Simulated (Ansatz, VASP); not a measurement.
**Pb in VASP and in Ansatz**

```xyz
1
Lattice="0.0000 2.4795 2.4795 2.4795 0.0000 2.4795 2.4795 2.4795 0.0000" Properties=species:S:1:pos:R:3 pbc="T T T"
Pb    0.0000    0.0000    0.0000
```

Alike in both runs: functional PBE; dispersion D3(BJ); k mesh 14 × 14 × 14; occupations gaussian, width 0.1 eV; no spin polarisation.

Ansatz relaxed the structure, and its values are those at the end. VASP's run is a single point on that final structure, the one shown.

|  | VASP | Ansatz |
| --- | --- | --- |
| version | VASP 6.6.1 | Ansatz 0.2.0 |
| potentials or method | VASP PAW PBE potentials, release 64 (Pb_d), cutoff 500 eV | scalar-relativistic, plane waves, PAW |
| valence electrons in the cell | 14 | 14 |

|  | VASP | Ansatz | Ansatz less VASP |
| --- | --- | --- | --- |
| gap on the k mesh at the Fermi level (eV) | none | none | - |
| pressure (GPa) | -0.1 | 0.0 | +0.05 |

A gap of «none» marks a metal or a gap that the smearing closes. Ansatz's warnings: relaxed geometry near dispersion switch.

Spin-orbit coupling is off throughout.
